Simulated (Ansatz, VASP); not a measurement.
# CdSe in VASP and in Ansatz

The input INCAR:

```
PREC = Accurate ; ENCUT = 520
EDIFF = 1E-7 ; ISMEAR = -1
SIGMA = 0.1 ; LREAL = F
LASPH = T ; NELM = 80
ALGO = Normal ; ISIF = 2
LWAVE = F ; LCHARG = F
GGA = PE ; NBANDS = 16
```

KPOINTS

```
Automatic mesh
0
Gamma
  11 11 11
```

POSCAR

```
CdSe
1.0
    0.0000000000      2.9688489434      2.9688489434
    2.9688489434      0.0000000000      2.9688489434
    2.9688489434      2.9688489434      0.0000000000
Cd Se
1 1
Direct
    0.0000000000      0.0000000000      0.0000000000
    0.2500000000      0.2500000000      0.2500000000
```

Input for Ansatz:

```yaml
crystal:
  lattice:
    - [0.0, 2.9688489434, 2.9688489434]
    - [2.9688489434, 0.0, 2.9688489434]
    - [2.9688489434, 2.9688489434, 0.0]
  atoms:
    - { symbol: Cd, position: [0.0, 0.0, 0.0] }
    - { symbol: Se, position: [0.25, 0.25, 0.25] }
kpoints:
  mp_grid: { grid: [11, 11, 11] }
scf:
  occupations: { method: fermi_dirac, width: 0.1 }
hamiltonian:
  xc: pbe
  pseudopotentials: { kind: all_electron, lapw: { basis_error: 0.001 } }
output:
  forces: true
  stress: true
  eigenvalues: true
  populations: true
```

Change from the starting cell: volume scaled by 0.88, LAPW.

Alike in both runs: task single point; functional PBE; k mesh 11 × 11 × 11; occupations fermi-dirac, width 0.1 eV; no spin polarisation.

|  | VASP | Ansatz |
| --- | --- | --- |
| version | VASP 6.6.1 | Ansatz 0.2.0 |
| potentials or method | VASP PAW PBE potentials, release 64 (Cd, Se), cutoff 520 eV | all-electron LAPW, scalar-relativistic |

```csv
,VASP,Ansatz,Ansatz less VASP
pressure (GPa),8.1,7.7,-0.41
```

Ansatz ran all-electron here, and VASP with PAW potentials.
